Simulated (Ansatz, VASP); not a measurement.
**Two plane-wave programs on In3Se**

INCAR

```
PREC = Accurate
ENCUT = 520
EDIFF = 1E-6
ISMEAR = 0
SIGMA = 0.15
LREAL = F
LASPH = T
NELM = 100
ALGO = Normal
ISIF = 2
LWAVE = F
LCHARG = T
GGA = PE
IVDW = 12
LELF = T
LVHAR = T
NBANDS = 30
```

KPOINTS

```
Automatic mesh
0
Gamma
  8 8 8
```

File POSCAR:

```
In3Se
1.0
    5.4059318236     -0.7051215422      0.0000000000
   -0.7051215422      5.4059318236      0.0000000000
    0.0000000000      0.0000000000      4.7008102814
In Se
3 1
Direct
    0.0000000000      0.5000000000      0.5000000000
    0.5000000000      0.0000000000      0.5000000000
    0.5000000000      0.5000000000      0.0000000000
    0.0000000000      0.0000000000      0.0000000000
```

Input for Ansatz:

```yaml
crystal:
  lattice:
    - [5.4059318236, -0.7051215422, 0.0]
    - [-0.7051215422, 5.4059318236, 0.0]
    - [0.0, 0.0, 4.7008102814]
  atoms:
    - { symbol: In, position: [0.0, 0.5, 0.5] }
    - { symbol: In, position: [0.5, 0.0, 0.5] }
    - { symbol: In, position: [0.5, 0.5, 0.0] }
    - { symbol: Se, position: [0.0, 0.0, 0.0] }
basis:
  ecutwfc: 420
kpoints:
  mp_grid: { grid: [8, 8, 8] }
hamiltonian:
  xc: pbe
  pseudopotentials: { kind: paw, azcp: { folder: soft_1 } }
  dispersion: d3bj
scf:
  occupations: { method: gaussian, width: 0.15 }
output:
  forces: true
  stress: true
  eigenvalues: true
  write_density: true
  write_potential: true
  elf: true
  volumetric_format: npy
```

Change from the starting cell: engineering shear strain xy -0.3000, equal normal strain along x and y +0.1500.

Alike in both runs: task single point; functional PBE; dispersion D3(BJ); k mesh 8 × 8 × 8; occupations gaussian, width 0.15 eV; no spin polarisation.

```csv
,VASP,Ansatz
version,VASP 6.6.1,Ansatz 0.2.0
potentials or method,"VASP PAW PBE potentials, release 64 (In_d, Se), cutoff 520 eV","scalar-relativistic, plane waves, PAW"
valence electrons in the cell,45,55
```

|  | VASP | Ansatz | Ansatz less VASP |
| --- | --- | --- | --- |
| gap on the k mesh at the Fermi level (eV) | none | none | - |
| pressure (GPa) | -5.1 | -5.1 | +0.03 |
| traceless stress, the component that is largest in VASP (GPa) | 0.10 | 0.10 | -0.003 |

A gap of «none» marks a metal or a gap that the smearing closes. VASP's potentials hold 45 valence electrons a cell and Ansatz's 55, so a difference there can come from the potentials and not from the codes.
